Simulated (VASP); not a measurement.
FePb:

```
Fe Pb
1.0
     3.39864    0.00000    0.00000
     0.00000    3.39864    0.00000
     0.00000    0.00000    3.39864
Fe Pb
1 1
Direct
  0.00000 0.00000 0.00000
  0.50000 0.50000 0.50000
```

| Quantity | Value |
| --- | --- |
| Program | VASP 6.6.1 |
| Task | relaxation of cell and atoms |
| Functional | PBE |
| Potentials or basis | VASP PAW PBE potentials, release 64 (Fe, Pb_d) |
| Cutoff | 600 eV |
| k mesh | 12 × 12 × 12 |
| Occupations | gaussian, width 0.1 eV |
| Spin | no spin polarisation |

At the start: pressure -9.9 GPa; volume 19.63 Å³/atom.

Q: How do energy, volume and symmetry change on relaxing?

A: Over 3 steps the energy falls by 81.3 meV/atom and the volume is 17.34 Å³/atom (-11.7 %); space group Pm-3m (No. 221, to 0.1 Å) before and after.

The path:
| step | energy change (eV) | largest force (eV/Å) | pressure (GPa) | volume (Å³) |
| --- | --- | --- | --- | --- |
| 1 | 0.0000 | 0.0000 | -9.92 | 39.26 |
| 2 | -0.1206 | 0.0000 | 7.34 | 32.75 |
| 3 | -0.1625 | 0.0000 | 0.02 | 34.68 |

Final structure:
```yaml
crystal:
  lattice:
    - [3.26106, 0.00000, 0.00000]
    - [0.00000, 3.26106, 0.00000]
    - [0.00000, 0.00000, 3.26106]
  atoms:
    - { symbol: Fe, position: [0.00000, 0.00000, 0.00000] }
    - { symbol: Pb, position: [0.50000, 0.50000, 0.50000] }
```

Caveat: the run has no spin polarisation, though such a crystal can be magnetic.
